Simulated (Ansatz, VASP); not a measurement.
**One calculation of Be2S3, two programs**

```
CELL_PARAMETERS angstrom
-3.51291 -0.00617 0.00098
0.00214 -0.07646 -6.58046
-0.01255 -6.97390 -0.08119
ATOMIC_POSITIONS crystal
Be 0.46075 0.18817 0.97819
Be 0.54032 0.18837 0.47767
Be 0.03538 0.81123 0.74783
Be 0.96340 0.81092 0.24803
S 0.37653 0.35409 0.72289
S 0.62536 0.35456 0.22218
S 0.53263 0.64701 0.80593
S 0.46512 0.64665 0.30646
S 0.96650 0.99940 0.99559
S 0.03401 0.99961 0.49524
```

Change from the starting cell: cell x2, atoms moved at random (sigma 0.15 Å) and cell strained at random (1.5 %), then relaxed without symmetry.

Alike in both runs: functional PBE; k mesh 6 × 4 × 4; occupations gaussian, width 0.2 eV; no spin polarisation.

Ansatz relaxed the structure, and its values are those at the end. VASP's run is a single point on that final structure, the one shown.

|  | VASP | Ansatz |
| --- | --- | --- |
| version | VASP 6.6.1 | Ansatz 0.2.0 |
| potentials or method | VASP PAW PBE potentials, release 64 (Be, S), cutoff 520 eV | scalar-relativistic, plane waves, PAW |
| valence electrons in the cell | 44 | 44 |

```csv
,VASP,Ansatz,Ansatz less VASP
gap on the k mesh at the Fermi level (eV),1.34,1.31,-0.026
least direct gap on the mesh (eV),1.67,1.64,-0.030
pressure (GPa),-0.2,-0.1,+0.13
rms of the force components (eV/Å),0.039,0.004,-0.0355
```
